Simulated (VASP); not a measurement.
A run of VASP 6.6.1 is set up as follows.

INCAR

```
  PREC = Accurate
  ENCUT = 520
  EDIFF = 1E-7
  ISMEAR = 0
  SIGMA = 0.05
  LREAL = Auto
  LASPH = True
  NELM = 150
  ALGO = Normal
  ISIF = 2
  LWAVE = False
  LCHARG = True
  ISPIN = 2
  MAGMOM = 2.32 0 0 0 0 0 0 0 -0.01 -0.01 -0.01 0 -0.01 0 0 0
  LORBIT = 11
  LMAXMIX = 4
  LDAU = True
  LDAUTYPE = 2
  LDAUL = 2 -1 -1
  LDAUU = 4 0 0
  LDAUJ = 0 0 0
  LDAUPRINT = 1
  GGA = PS
  LELF = True
  LVHAR = True
  NBANDS = 88
```

The input KPOINTS:

```
Automatic mesh
0
Gamma
  2 2 2
```

The input POSCAR:

```
In7CoSb8
1.0
    0.0000000000      6.4782000000      6.4782000000
    6.4782000000      0.0000000000      6.4782000000
    6.4782000000      6.4782000000      0.0000000000
Co In Sb
1 7 8
Direct
    1.0000000000      0.0000000000      1.0000000000
    0.0041435421      0.0041435421      0.4958564579
    0.0041435421      0.4958564579      0.0041435421
    0.0041435421      0.4958564579      0.4958564579
    0.4958564579      0.0041435421      0.0041435421
    0.4958564579      0.0041435421      0.4958564579
    0.4958564579      0.4958564579      0.0041435421
    0.5000000000      0.5000000000      0.5000000000
    0.1174515371      0.1174515371      0.1174515371
    0.1174515371      0.1174515371      0.6476453887
    0.1174515371      0.6476453887      0.1174515371
    0.1230022386      0.6256659205      0.6256659205
    0.6476453887      0.1174515371      0.1174515371
    0.6256659205      0.1230022386      0.6256659205
    0.6256659205      0.6256659205      0.1230022386
    0.6256659205      0.6256659205      0.6256659205
```

Potentials or basis: VASP PAW PBE potentials, release 64 (Co, In_d, Sb).

The run is started by

```sh
$ cat potpaw_PBE.64/Co/POTCAR potpaw_PBE.64/In_d/POTCAR potpaw_PBE.64/Sb/POTCAR > POTCAR
$ mpirun -np 1 vasp_std > vasp.out
```

Question: Estimate the pressure.

Answer: -0.7 GPa.

Question: Estimate the site moments.

Answer: Co +2.37; In +0.00, +0.01 (each value once); Sb -0.02, -0.00 (each value once) μB.

Question: Estimate the net moment.

Answer: 2.44 μB per cell.

Question: Estimate the largest force.

Answer: 0.016 eV/Å.

Forces on the atoms (eV/Å):
```
Co   0.000  0.000  0.000
In   0.000  0.000 -0.007
In   0.000 -0.007  0.000
In   0.007  0.000  0.000
In  -0.007  0.000  0.000
In   0.000  0.007  0.000
In   0.000  0.000  0.007
In   0.000  0.000  0.000
Sb   0.009  0.009  0.009
Sb  -0.009 -0.009  0.009
Sb  -0.009  0.009 -0.009
Sb   0.003 -0.003 -0.003
Sb   0.009 -0.009 -0.009
Sb  -0.003  0.003 -0.003
Sb  -0.003 -0.003  0.003
Sb   0.003  0.003  0.003
```

Caveat: the k points lie up to 0.42 Å⁻¹ apart; the PAW data sets were made with another functional, which shifts forces and pressure a little; a cell with one magnetic atom can't hold antiferromagnetic order, which such compounds often take; the U is typed as a test and isn't derived for this compound. The state reached can hang on the start; a lower one may exist.
